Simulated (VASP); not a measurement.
Wanted: the native input for a VASP 6.6.1 run.

```yaml
Task: single point
Functional: PBEsol
Potentials_or_basis: VASP PAW PBE potentials, release 64 (Al, Cu)
Cutoff: 520 eV
k_mesh: 12 × 12 × 12
Occupations: fermi-dirac, width 0.15 eV
Spin: no spin polarisation
Dipole_correction: no
Further_INCAR_settings: ALGO = Fast; EDIFF = 1e-06; NBANDS = 26
```

The structure of AlCu3 lies in POSCAR:

```
AlCu3
1.0
    0.0000000000      2.9031623849      2.9031623849
    2.9031623849      0.0000000000      2.9031623849
    2.9031623849      2.9031623849      0.0000000000
Al Cu
1 3
Direct
    0.0000000000      0.0000000000      0.0000000000
    0.5000000000      0.5000000000      0.5000000000
    0.2500000000      0.2500000000      0.2500000000
    0.7500000000      0.7500000000      0.7500000000
```

These files were run (other wordings do the same):

INCAR

```
SYSTEM = AlCu3
ALGO = Fast
EDIFF = 1E-6
ENCUT = 520
GGA = PS
ISIF = 2
ISMEAR = -1
LASPH = .True.
LCHARG = .False.
LREAL = .False.
LWAVE = .False.
NBANDS = 26
NELM = 60
PREC = Accurate
SIGMA = 0.15
```

KPOINTS

```
k-points
0
Gamma
  12 12 12
  0 0 0
```

Potentials or basis: VASP PAW PBE potentials, release 64 (Al, Cu).

The run is started by

```console
$ cat potpaw_PBE.64/Al/POTCAR potpaw_PBE.64/Cu/POTCAR > POTCAR
$ mpirun -np 1 vasp_std > vasp.out
```

Results of the run:

The pressure is -2.2 GPa and the band gap on the k mesh is zero (bands 18 and 19 overlap by 5.83 eV).

Caveat: the PAW data sets were made with another functional, which shifts forces and pressure a little.

Wall time 52 s on 1 thread of Intel(R) Xeon(R) 6975P-C (Granite Rapids) (shared host), peak memory 0.22 GiB.
